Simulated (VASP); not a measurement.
Pt: relaxation of cell and atoms with PBE

Crystal: Pt.

```
Pt
1.0
     2.53434    0.00000    0.00000
     0.00000    2.53434    0.00000
     0.00000    0.00000    2.34859
Pt
1
Direct
  0.00000 0.00000 0.00000
```

The cell was built from a structure type or drawn by symmetry, and may not be a known phase.

- Program: VASP 6.6.1
- Task: relaxation of cell and atoms
- Functional: PBE
- Potentials or basis: VASP PAW PBE potentials, release 64 (Pt)
- Cutoff: 600 eV
- k mesh: 6 × 6 × 8
- Occupations: gaussian, width 0.1 eV
- Spin: no spin polarisation
- Dipole correction: no
- Further INCAR settings: ALGO = Normal; EDIFF = 1e-07; IBRION = 2; EDIFFG = -0.04; NSW = 90; ISIF = 3

The relaxed volume is 18.10 Å³/atom. The relaxed cell is a = 2.632 Å, b = 2.632 Å, c = 2.613 Å, α = 90.00°, β = 90.00°, γ = 90.00° and the space group after relaxing (to 0.1 Å) is Pm-3m (No. 221). The pressure after relaxing is 0.0 GPa and the band gap on the k mesh is zero (bands 5 and 6 overlap by 2.84 eV).

Final structure:
```xyz
1
Lattice="2.6318 0.0000 0.0000 0.0000 2.6318 0.0000 0.0000 0.0000 2.6131" Properties=species:S:1:pos:R:3 pbc="T T T"
Pt    0.0000    0.0000    0.0000
```

Levels at points of the mesh, in eV from the Fermi level:
```
           k point  band 1  band 2  band 3  band 4  band 5  band 6  band 7  band 8  band 9
(0.00, 0.00, 0.00)   -8.24   -5.56   -5.39    0.38    0.38    0.41   15.17   15.17   15.50
(0.50, 0.00, 0.00)   -5.71   -4.94   -1.68   -1.68   -0.35    0.58    4.49   16.65   19.67
(0.50, 0.50, 0.00)   -5.56   -4.64   -1.30   -1.30    2.03    4.55    4.55    9.45   13.45
(0.00, 0.00, 0.50)   -5.54   -4.79   -1.81   -1.81   -0.35    0.63    4.59   16.54   19.49
(0.50, 0.00, 0.50)   -5.67   -4.36   -1.43   -1.27    2.01    4.55    4.70    9.61   13.47
(0.50, 0.50, 0.50)   -4.71   -4.71   -4.54    2.14    2.18    9.97   10.12   10.16   10.16
```

Run time: 82 s on 1 thread of AMD EPYC 7R13, on a shared host, peak memory 0.11 GiB.

Caveat: the k points lie up to 0.40 Å⁻¹ apart in the final cell, too coarse for converged energies and pressures of a metal; the volume moved by over 15 % at a fixed basis, so the end points are rough; spin-orbit coupling is left out, which moves the levels of the heavy elements.
